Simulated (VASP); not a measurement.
# SiC5: relaxation of cell and atoms with r2SCAN

Crystal: SiC5.

```xyz
6
Lattice="2.7310 0.0000 0.0000 -1.3655 2.3651 0.0000 0.0000 0.0000 6.7789" Properties=species:S:1:pos:R:3 pbc="T T T"
C     0.0000    0.0000   -0.1961
C     1.3655    0.7884    4.5396
C     0.0000    1.5767    2.4889
C     1.3655    0.7884    6.0743
C     0.0000    1.5767    4.0219
Si    0.0000    0.0000    1.7133
```

* Program: VASP 6.6.1
* Task: relaxation of cell and atoms
* Functional: r2SCAN
* Potentials or basis: VASP PAW PBE potentials, release 64 (C, Si)
* Cutoff: 660 eV
* k mesh: 12 × 12 × 4
* Occupations: fermi-dirac, width 0.02 eV
* Spin: no spin polarisation
* Dipole correction: no
* Further INCAR settings: ALGO = Normal; EDIFF = 1e-07; IBRION = 2; EDIFFG = -0.005; NSW = 80; ISIF = 3

| Item | Value |
| --- | --- |
| Relaxed volume | 7.22 Å³/atom |
| Relaxed cell | a = 2.725 Å, b = 2.725 Å, c = 6.741 Å, α = 90.00°, β = 90.00°, γ = 120.00° |
| Space group after relaxing (to 0.1 Å) | P3m1 (No. 156) |
| Energy gained by relaxing | 1.8 meV/atom |
| Ionic steps | 9 |
| Pressure after relaxing | 0.0 GPa |
| Band gap on the k mesh | 1.70 eV (least direct gap 3.75 eV) |

The path:
```csv
step,energy change (eV),largest force (eV/Å),pressure (GPa),volume (Å³)
1,0.0000,0.5436,-3.75,43.79
2,0.0188,1.0128,6.17,42.71
3,-0.0099,0.1638,-0.22,43.38
4,-0.0106,0.1332,0.53,43.27
5,-0.0109,0.0630,0.26,43.31
6,-0.0111,0.0266,-0.02,43.35
7,-0.0111,0.0130,0.05,43.34
8,-0.0111,0.0150,-0.05,43.35
9,-0.0111,0.0017,0.01,43.35
```

Final structure:
```xyz
6
Lattice="2.7249 0.0000 0.0000 -1.3624 2.3598 0.0000 0.0000 0.0000 6.7410" Properties=species:S:1:pos:R:3 pbc="T T T"
C     0.0000    0.0000    6.5547
C     1.3624    0.7866    4.5138
C     0.0000    1.5732    2.4623
C     1.3624    0.7866    6.0434
C     0.0000    1.5732    3.9963
Si    0.0000    0.0000    1.7083
```

Levels at points of the mesh, in eV from the valence-band top:
| k point | band 8 | band 9 | band 10 | band 11 | band 12 | band 13 | band 14 | band 15 | band 16 |
| --- | --- | --- | --- | --- | --- | --- | --- | --- | --- |
| (0.00, 0.00, 0.00) | -2.36 | -2.36 | -1.35 | 0.00 | 0.00 | 4.56 | 4.68 | 4.68 | 4.85 |
| (0.50, 0.00, 0.00) | -6.60 | -5.67 | -4.69 | -4.66 | -2.36 | 1.70 | 3.20 | 5.06 | 5.72 |
| (0.00, 0.00, 0.50) | -3.71 | -2.28 | -2.28 | -0.15 | -0.15 | 4.68 | 5.02 | 5.02 | 5.31 |
| (0.50, 0.00, 0.50) | -7.30 | -6.51 | -4.95 | -3.28 | -2.03 | 2.75 | 3.48 | 4.15 | 6.82 |

Wall time 23 min on 1 thread of Intel(R) Xeon(R) 6975P-C (Granite Rapids), with other jobs on the host, peak memory 0.22 GiB.

Caveat: the PAW data sets were made with another functional, which shifts forces and pressure a little. A k mesh can miss the band edges.
